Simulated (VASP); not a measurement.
# GdRu3 (Pm-3m) in VASP: single point with PBE+U

Aim: the single point of GdRu3 with PBE+U.

Program: VASP 6.6.1. These are calculated values, not measurements. Logs are shortened: lines on timing, memory, paths and dates and some standing lists are left out, and cuts for length are marked.

## Step 1: The cell of the first run

It takes space group Pm-3m (No. 221, cubic). Conventional cell: a = 4.068 Å, b = 4.068 Å, c = 4.068 Å, α = 90.00°, β = 90.00°, γ = 90.00°. Within 3.8 Å of Gd (site symmetry m-3m) lie 12 Ru at 2.88 Å. Within 3.8 Å of Ru (site symmetry 4/mmm) lie 4 Gd at 2.88 Å and 8 Ru at 2.88 Å.

## Step 2: Single point, PBE+U

File INCAR:

```
SYSTEM = GdRu3
PREC = Accurate
ENCUT = 520
EDIFF = 1E-6
ISMEAR = 0
SIGMA = 0.05
LREAL = .False.
LASPH = .True.
NELM = 150
ALGO = Normal
ISIF = 2
LWAVE = .False.
LCHARG = .False.
LMAXMIX = 6
LDAU = .True.
LDAUTYPE = 2
LDAUL = 3 -1
LDAUU = 6 0
LDAUJ = 0 0
LDAUPRINT = 1
GGA = PE
NBANDS = 38
```

File KPOINTS:

```
Automatic mesh
0
Gamma
  8 8 8
  0 0 0
```

File POSCAR:

```
GdRu3
1.0
    4.0683811762      0.0000000000      0.0000000000
    0.0000000000      4.0683811762      0.0000000000
    0.0000000000      0.0000000000      4.0683811762
Gd Ru
1 3
Direct
    0.0000000000      0.0000000000      0.0000000000
    0.0000000000      0.5000000000      0.5000000000
    0.5000000000      0.5000000000      0.0000000000
    0.5000000000      0.0000000000      0.5000000000
```

Potentials or basis: VASP PAW PBE potentials, release 64 (Gd, Ru_pv).

Launch:

```sh
$ cat potpaw_PBE.64/Gd/POTCAR potpaw_PBE.64/Ru_pv/POTCAR > POTCAR
$ mpirun -np 1 vasp_std > vasp.out
```

OUTCAR:

```text
SYSTEM = GdRu3
   PREC = Accurate
   ENCUT = 520
   EDIFF = 1E-6
   ISMEAR = 0
   LREAL = .False.
   LASPH = .True.
   NELM = 150
   ISIF = 2
   GGA = PE

 ion  position               nearest neighbor table
   1  0.000  0.000  0.000-   2 2.88   3 2.88   4 2.88   2 2.88   4 2.88   2 2.88   3 2.88   2 2.88
                             3 2.88   4 2.88   4 2.88   3 2.88
   2  0.000  0.500  0.500-   1 2.88   3 2.88   4 2.88   1 2.88   3 2.88   1 2.88   4 2.88   1 2.88
                             3 2.88   4 2.88   3 2.88   4 2.88
   3  0.500  0.500  0.000-   1 2.88   2 2.88   4 2.88   2 2.88   4 2.88   1 2.88   4 2.88   4 2.88
                             1 2.88   2 2.88   2 2.88   1 2.88
   4  0.500  0.000  0.500-   1 2.88   2 2.88   3 2.88   1 2.88   3 2.88   2 2.88   3 2.88   3 2.88
                             1 2.88   2 2.88   1 2.88   2 2.88

  LATTYP: Found a simple cubic cell.
 ALAT       =     4.0683811762

  Lattice vectors:

 A1 = (   4.0683811762,   0.0000000000,   0.0000000000)
 A2 = (   0.0000000000,   4.0683811762,   0.0000000000)
 A3 = (   0.0000000000,   0.0000000000,   4.0683811762)

Analysis of symmetry for initial positions (statically):
=====================================================================
 Subroutine PRICEL returns:
 Original cell was already a primitive cell.

 Routine SETGRP: Setting up the symmetry group for a
 simple cubic supercell.

 Subroutine GETGRP returns: Found 48 space group operations
 (whereof 48 operations were pure point group operations)
 out of a pool of 48 trial point group operations.

The static configuration has the point symmetry O_h .

Analysis of symmetry for dynamics (positions and initial velocities):
=====================================================================
 Subroutine PRICEL returns:
 Original cell was already a primitive cell.

 Routine SETGRP: Setting up the symmetry group for a
 simple cubic supercell.

 Subroutine GETGRP returns: Found 48 space group operations
 (whereof 48 operations were pure point group operations)
 out of a pool of 48 trial point group operations.

The dynamic configuration has the point symmetry O_h .

 Subroutine INISYM returns: Found 48 space group operations
 (whereof 48 operations are pure point group operations),
 and found     1 'primitive' translations

----------------------------------------------------------------------------------------

                                     Primitive cell

  volume of cell :      67.3387

  direct lattice vectors                    reciprocal lattice vectors
     4.068381176  0.000000000  0.000000000     0.245798011  0.000000000  0.000000000
     0.000000000  4.068381176  0.000000000     0.000000000  0.245798011  0.000000000
     0.000000000  0.000000000  4.068381176     0.000000000  0.000000000  0.245798011

  length of vectors
     4.068381176  4.068381176  4.068381176     0.245798011  0.245798011  0.245798011

  position of ions in fractional coordinates (direct lattice)
     0.000000000  0.000000000  0.000000000
     0.000000000  0.500000000  0.500000000
     0.500000000  0.500000000  0.000000000
     0.500000000  0.000000000  0.500000000

  ion indices of the primitive-cell ions
[... 100 lines left out ...]
  Thomas-Fermi vector in A             =   2.676326
   LORBIT       =      0    0 simple, 1 ext, 2 COOP (PROOUT), +10 PAW based schemes
 LDA+U is selected, type is set to LDAUTYPE =  2
   angular momentum for each species LDAUL =     3   -1
   U (eV)           for each species LDAUU =   6.0  0.0
   J (eV)           for each species LDAUJ =   0.0  0.0
   GGA     = PE    functional components
   LHFCALC =     F    Hartree Fock is set to
   AEXX    =    0.0000 exact exchange contribution
   IVDW    =     0    specifies the selected vdW correction
   LEPSILON=     F    determine dielectric tensor
   LRPA    =     F    only Hartree local field effects (RPA)
 non-spin polarized calculation
 Gauss-broadening in eV      SIGMA  =   0.05
  energy-cutoff  :      520.00
  volume of cell :       67.34
 maximum number of plane-waves:      1856
   NGX = 15   NGY = 15   NGZ = 15

atom =   1  type =  1  l = 3

 onsite density matrix

spin component  1

  0.4671  0.0000 -0.4026 -0.0000  0.0000  0.0000  0.0000
  0.0000  0.0275  0.0000  0.0000 -0.0000  0.0000 -0.0000
 -0.4026  0.0000  0.6750 -0.0000  0.0000  0.0000 -0.0000
 -0.0000  0.0000 -0.0000  0.1552  0.0000 -0.0000  0.0000
  0.0000 -0.0000  0.0000  0.0000  0.6750  0.0000  0.4026
  0.0000  0.0000  0.0000 -0.0000  0.0000  0.9869 -0.0000
  0.0000 -0.0000 -0.0000  0.0000  0.4026 -0.0000  0.4671

spin component  2

  0.4671  0.0000 -0.4026 -0.0000  0.0000  0.0000  0.0000
  0.0000  0.0275  0.0000  0.0000 -0.0000  0.0000 -0.0000
 -0.4026  0.0000  0.6750 -0.0000  0.0000  0.0000 -0.0000
 -0.0000  0.0000 -0.0000  0.1552  0.0000 -0.0000  0.0000
  0.0000 -0.0000  0.0000  0.0000  0.6750  0.0000  0.4026
  0.0000  0.0000  0.0000 -0.0000  0.0000  0.9869 -0.0000
  0.0000 -0.0000 -0.0000  0.0000  0.4026 -0.0000  0.4671

 occupancies and eigenvectors

  o =  0.0275  v = -0.0000  1.0000 -0.0000  0.0000  0.0000  0.0000 -0.0000  0.0000  0.0000  0.0000  0.0000  0.0000  0.0000  0.0000      0.0000  0.0000  0.0000  0.0000  0.0000  0.0000  0.0000  0.0000  0.0000  0.0000  0.0000  0.0000  0.0000  0.0000
  o =  0.0275  v =  0.0000  0.0000  0.0000  0.0000  0.0000  0.0000  0.0000 -0.0000  1.0000 -0.0000  0.0000  0.0000  0.0000 -0.0000      0.0000  0.0000  0.0000  0.0000  0.0000  0.0000  0.0000  0.0000  0.0000  0.0000  0.0000  0.0000  0.0000  0.0000
  o =  0.1552  v = -0.0000 -0.0000 -0.0000 -1.0000  0.0002 -0.0000 -0.0003  0.0000  0.0000  0.0000  0.0000  0.0000  0.0000  0.0000      0.0000  0.0000  0.0000  0.0000  0.0000  0.0000  0.0000  0.0000  0.0000  0.0000  0.0000  0.0000  0.0000  0.0000
  o =  0.1552  v =  0.0000  0.0000  0.0000  0.0000  0.0000  0.0000  0.0000 -0.0000 -0.0000 -0.0000 -1.0000  0.0002 -0.0000 -0.0003      0.0000  0.0000  0.0000  0.0000  0.0000  0.0000  0.0000  0.0000  0.0000  0.0000  0.0000  0.0000  0.0000  0.0000
  o =  0.1552  v =  0.0000  0.0000  0.0000  0.0000  0.0000  0.0000  0.0000 -0.0038 -0.0000 -0.0029  0.0003  0.6124 -0.0000 -0.7906      0.0000  0.0000  0.0000  0.0000  0.0000  0.0000  0.0000  0.0000  0.0000  0.0000  0.0000  0.0000  0.0000  0.0000
  o =  0.1552  v = -0.0038 -0.0000 -0.0029  0.0003  0.6124 -0.0000 -0.7906  0.0000  0.0000  0.0000  0.0000  0.0000  0.0000  0.0000      0.0000  0.0000  0.0000  0.0000  0.0000  0.0000  0.0000  0.0000  0.0000  0.0000  0.0000  0.0000  0.0000  0.0000
  o =  0.1552  v =  0.7906  0.0000  0.6124 -0.0000  0.0029 -0.0000 -0.0038  0.0000  0.0000  0.0000  0.0000  0.0000  0.0000  0.0000      0.0000  0.0000  0.0000  0.0000  0.0000  0.0000  0.0000  0.0000  0.0000  0.0000  0.0000  0.0000  0.0000  0.0000
  o =  0.1552  v =  0.0000  0.0000  0.0000  0.0000  0.0000  0.0000  0.0000  0.7906  0.0000  0.6124 -0.0000  0.0029 -0.0000 -0.0038      0.0000  0.0000  0.0000  0.0000  0.0000  0.0000  0.0000  0.0000  0.0000  0.0000  0.0000  0.0000  0.0000  0.0000
  o =  0.9869  v = -0.6124  0.0000  0.7906 -0.0000  0.0005  0.0000  0.0004  0.0000  0.0000  0.0000  0.0000  0.0000  0.0000  0.0000      0.0000  0.0000  0.0000  0.0000  0.0000  0.0000  0.0000  0.0000  0.0000  0.0000  0.0000  0.0000  0.0000  0.0000
  o =  0.9869  v =  0.0000  0.0000  0.0000  0.0000  0.0000  0.0000  0.0000 -0.6124  0.0000  0.7906 -0.0000  0.0005  0.0000  0.0004      0.0000  0.0000  0.0000  0.0000  0.0000  0.0000  0.0000  0.0000  0.0000  0.0000  0.0000  0.0000  0.0000  0.0000
  o =  0.9869  v = -0.0004  0.0000  0.0005  0.0000 -0.7906 -0.0011 -0.6124  0.0000  0.0000  0.0000  0.0000  0.0000  0.0000  0.0000      0.0000  0.0000  0.0000  0.0000  0.0000  0.0000  0.0000  0.0000  0.0000  0.0000  0.0000  0.0000  0.0000  0.0000
  o =  0.9869  v =  0.0000  0.0000  0.0000  0.0000  0.0000  0.0000  0.0000 -0.0004  0.0000  0.0005  0.0000 -0.7906 -0.0011 -0.6124      0.0000  0.0000  0.0000  0.0000  0.0000  0.0000  0.0000  0.0000  0.0000  0.0000  0.0000  0.0000  0.0000  0.0000
  o =  0.9869  v =  0.0000  0.0000  0.0000  0.0000  0.0000  0.0000  0.0000  0.0000 -0.0000 -0.0000 -0.0000 -0.0009  1.0000 -0.0007      0.0000  0.0000  0.0000  0.0000  0.0000  0.0000  0.0000  0.0000  0.0000  0.0000  0.0000  0.0000  0.0000  0.0000
  o =  0.9869  v =  0.0000 -0.0000 -0.0000 -0.0000 -0.0009  1.0000 -0.0007  0.0000  0.0000  0.0000  0.0000  0.0000  0.0000  0.0000      0.0000  0.0000  0.0000  0.0000  0.0000  0.0000  0.0000  0.0000  0.0000  0.0000  0.0000  0.0000  0.0000  0.0000

 number of electron      60.0000025 magnetization

 Free energy of the ion-electron system (eV)
  ---------------------------------------------------
  ext. energy  EPLUGINS =         0.00000000
  ---------------------------------------------------
  free energy    TOTEN  =       -27.19527663 eV

  energy without entropy =      -27.18418375  energy(sigma->0) =      -27.18973019

 E-fermi :   8.4798     XC(G=0): -12.9776

 val. band max:        8.4758852160   @ k =   0.5000   0.5000   0.1250
 cond. band min:       8.4818929700   @ k =   0.3750   0.2500   0.1250
 fundamental gap:      0.0060077540
 Fermi energy:         8.4798120506

 k-point     1 :       0.0000    0.0000    0.0000
  band No.  band energies     occupation
      1     -34.0729      2.00000
      2     -33.8102      2.00000
      3     -33.8102      2.00000
      4     -33.8102      2.00000
      5     -33.5427      2.00000
      6     -33.5427      2.00000
[... 973 lines left out ...]
     37       9.9055      0.00000
     38      12.2889      0.00000

 [... further k-points ...]

------------------------ aborting loop because EDIFF is reached ----------------------------------------

  FORCE on cell =-STRESS in cart. coord.  units (eV):
  Direction    XX          YY          ZZ          XY          YZ          ZX
  --------------------------------------------------------------------------------------
  -------------------------------------------------------------------------------------
  Total       -1.7176529     -1.7176529     -1.7176529      0.0000000      0.0000000     -0.0000000
  in kB      -40.8677841    -40.8677841    -40.8677841      0.0000000      0.0000000     -0.0000000
  external PRESSURE =     -40.8677841 kB  Pullay stress =       0.0000000 kB

 VOLUME and BASIS-vectors are now :
 -----------------------------------------------------------------------------
  energy-cutoff  :      520.00
  volume of cell :       67.34
      direct lattice vectors                 reciprocal lattice vectors
     4.068381176  0.000000000  0.000000000     0.245798011  0.000000000  0.000000000
     0.000000000  4.068381176  0.000000000     0.000000000  0.245798011  0.000000000
     0.000000000  0.000000000  4.068381176     0.000000000  0.000000000  0.245798011

 POSITION                                       TOTAL-FORCE (eV/Angst)
 -----------------------------------------------------------------------------------
      0.00000      0.00000      0.00000         0.000000      0.000000      0.000000
      0.00000      2.03419      2.03419         0.000000      0.000000      0.000000
      2.03419      2.03419      0.00000         0.000000      0.000000      0.000000
      2.03419      0.00000      2.03419         0.000000      0.000000      0.000000
 -----------------------------------------------------------------------------------
    total drift:                                0.000000      0.000000     -0.000000

  FREE ENERGIE OF THE ION-ELECTRON SYSTEM (eV)
  ---------------------------------------------------
  free  energy   TOTEN  =       -27.1952766283 eV

  energy  without entropy=      -27.1841837481  energy(sigma->0) =      -27.18973019
```

Wall time 7.8 min (1 thread of Oxide Virtual Turin-like, shared host); peak memory 0.2 GiB.

What came out:

* Free energy: -27.1953 eV
* Pressure: -4.1 GPa
* Band gap on the k mesh: zero (bands 30 and 31 overlap by 0.97 eV)

Eigenvalues of the final occupation matrices:
```csv
site,spin,trace,eigenvalues
site 1 f,1,3.45,0.03 0.16 0.16 0.16 0.99 0.99 0.99
site 1 f,2,3.45,0.03 0.16 0.16 0.16 0.99 0.99 0.99
```

Caveat: the cell stands under tension; spin-orbit coupling is left out, which moves the levels of the heavy elements; U without spin polarisation on a metal has little footing.
